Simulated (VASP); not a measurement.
Set up this calculation in VASP 6.6.1, as the native input.

| Property | Result |
| --- | --- |
| Task | single point |
| Functional | r2SCAN |
| Potentials or basis | VASP PAW PBE potentials, release 64 (Al, O) |
| Cutoff | 520 eV |
| k mesh | 6 × 6 × 6 |
| Occupations | gaussian, width 0.05 eV |
| Spin | no spin polarisation |
| Dipole correction | no |
| Further INCAR settings | ALGO = Normal; EDIFF = 1e-07; NBANDS = 35 |

Crystal: Al2O3.

```
Al O
1.0
     2.26059    1.30515    4.33164
    -2.26059    1.30515    4.33164
     0.00000   -2.61031    4.33164
Al O
4 6
Cartesian
  0.0000 0.0000 11.0706
  0.0000 0.0000 8.4218
  0.0000 0.0000 1.9243
  0.0000 0.0000 4.5731
  -0.8754 -1.3052 5.4145
  1.5680 -0.1055 5.4145
  -0.6926 1.4107 5.4145
  0.8754 1.3052 7.5804
  -1.5680 0.1055 7.5804
  0.6926 -1.4107 7.5804
```

This cell differs from its parent crystal: strain -0.050 along x and y, +0.000 along z.

The input as run:

POSCAR

```
Al2O3
1.0
    2.2605928790      1.3051539072      4.3316358130
   -2.2605928790      1.3051539072      4.3316358130
    0.0000000000     -2.6103078145      4.3316358130
Al O
4 6
Direct
    0.8519165699      0.8519165699      0.8519165699
    0.6480834301      0.6480834301      0.6480834301
    0.1480834301      0.1480834301      0.1480834301
    0.3519165699      0.3519165699      0.3519165699
    0.0563854984      0.4436145016      0.7500000000
    0.7500000000      0.0563854984      0.4436145016
    0.4436145016      0.7500000000      0.0563854984
    0.9436145016      0.5563854984      0.2500000000
    0.2500000000      0.9436145016      0.5563854984
    0.5563854984      0.2500000000      0.9436145016
```

INCAR.step1

```
ALGO     = Normal         # electronic algorithm
EDIFF    = 1E-4           # SCF threshold, eV
ENCUT    = 520            # plane-wave cutoff, eV
GGA      = PE             # functional
ISMEAR   = 0              # smearing method
LASPH    = T              # aspherical terms in the spheres
LCHARG   = F              # write CHGCAR
LREAL    = F              # projectors in reciprocal space
LWAVE    = T              # write WAVECAR
NBANDS   = 35             # bands
NELM     = 80             # most SCF steps
PREC     = Accurate       # precision mode
SIGMA    = 0.05           # smearing width, eV
```

INCAR.step2

```
ALGO     = Normal         # electronic algorithm
EDIFF    = 1E-7           # SCF threshold, eV
ENCUT    = 520            # plane-wave cutoff, eV
ISIF     = 2              # what is computed and relaxed
ISMEAR   = 0              # smearing method
ISTART   = 1            
LASPH    = T              # aspherical terms in the spheres
LCHARG   = F              # write CHGCAR
LMIXTAU  = T            
LREAL    = F              # projectors in reciprocal space
LWAVE    = F              # write WAVECAR
METAGGA  = R2SCAN         # meta-GGA
NBANDS   = 35             # bands
NELM     = 80             # most SCF steps
PREC     = Accurate       # precision mode
SIGMA    = 0.05           # smearing width, eV
```

KPOINTS

```
k-points
0
Gamma
  6 6 6
```

Potentials or basis: VASP PAW PBE potentials, release 64 (Al, O).

Command:

```console
$ cat potpaw_PBE.64/Al/POTCAR potpaw_PBE.64/O/POTCAR > POTCAR
$ cp INCAR.step1 INCAR
$ mpirun -np 1 vasp_std > vasp.out
$ cp INCAR.step2 INCAR
$ mpirun -np 1 vasp_std > vasp.out
```

It gave:

- Pressure: 33.0 GPa
- Largest force: 0.588 eV/Å
- Band gap on the k mesh: 8.43 eV

Caveat: the cell differs from its parent crystal (strain -0.050 along x and y, +0.000 along z); the stress differs along the axes, from 14 to 43 GPa; the PAW data sets were made with another functional, which shifts forces and pressure a little.

Wall time 5.7 min on 1 thread of Intel(R) Xeon(R) Platinum 8488C (Sapphire Rapids), on a shared host, peak memory 0.27 GiB.
